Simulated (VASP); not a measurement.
Here is a VASP 6.6.1 calculation.

INCAR

```
SYSTEM = MgO
PREC = Accurate
ENCUT = 520
EDIFF = 1E-6
ISMEAR = 0
SIGMA = 0.05
LREAL = .False.
LASPH = .True.
NELM = 60
ALGO = Normal
ISIF = 2
LWAVE = .False.
LCHARG = .False.
GGA = PS
NBANDS = 11
```

KPOINTS

```
Automatic mesh
0
Gamma
  9 9 8
  0 0 0
```

The input POSCAR:

```
MgO
1.0
    2.9380209034      0.0000000000      0.0000000000
   -1.4690104517      2.5444007392      0.0000000000
    0.0000000000      0.0000000000      2.6796800000
Mg O
1 1
Direct
    0.0196509926      0.0393019851     -0.0746357774
    0.3333333333      0.6666666667      0.5000000000
```

Potentials or basis: VASP PAW PBE potentials, release 64 (Mg, O).

Launch:

```sh
$ cat potpaw_PBE.64/Mg/POTCAR potpaw_PBE.64/O/POTCAR > POTCAR
$ mpirun -np 1 vasp_std > vasp.out
```

(1) Predict the pressure.

(2) What does it give for the band gap on the k mesh?

Answers

(1) -0.1 GPa.

(2) 2.88 eV, indirect (least direct gap 3.33 eV).

Caveat: the cell differs from its parent crystal (atom 1 (Mg) moved by (+0.100, -0.200) A along y and z); the PAW data sets were made with another functional, which shifts forces and pressure a little.
